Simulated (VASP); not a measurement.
Input of a VASP 6.6.1 run:

Contents of INCAR:

```
PREC = Accurate
ENCUT = 520
EDIFF = 1E-8
ISMEAR = 0
SIGMA = 0.01
LREAL = F
LASPH = T
NELM = 100
ALGO = Normal
ISIF = 2
LWAVE = F
LCHARG = F
GGA = PE
LEPSILON = T
```

KPOINTS

```
Automatic mesh
0
Gamma
  9 9 9
```

The input POSCAR:

```
ZnS
1.0
    0.0000000000      2.7020000000      2.7020000000
    2.7020000000      0.0000000000      2.7020000000
    2.7020000000      2.7020000000      0.0000000000
Zn S
1 1
Direct
    0.7500000000      0.7500000000      0.7500000000
    0.0000000000      0.0000000000      0.0000000000
```

Potentials or basis: VASP PAW PBE potentials, release 64 (Zn, S).

Launch:

```sh
$ cat potpaw_PBE.64/Zn/POTCAR potpaw_PBE.64/S/POTCAR > POTCAR
$ mpirun -np 1 vasp_std > vasp.out
```

Estimate the electronic dielectric tensor (diagonal).

5.95.

Predict the Born charges (mean of the diagonal).

Zn +2.01; S -2.01 e.

Predict the band gap on the k mesh.

2.11 eV.

Electronic dielectric tensor:
```
5.95 0.00 0.00
0.00 5.95 0.00
0.00 0.00 5.95
```

Expect the measured gap to be larger: semilocal functionals such as PBE lack the derivative discontinuity.
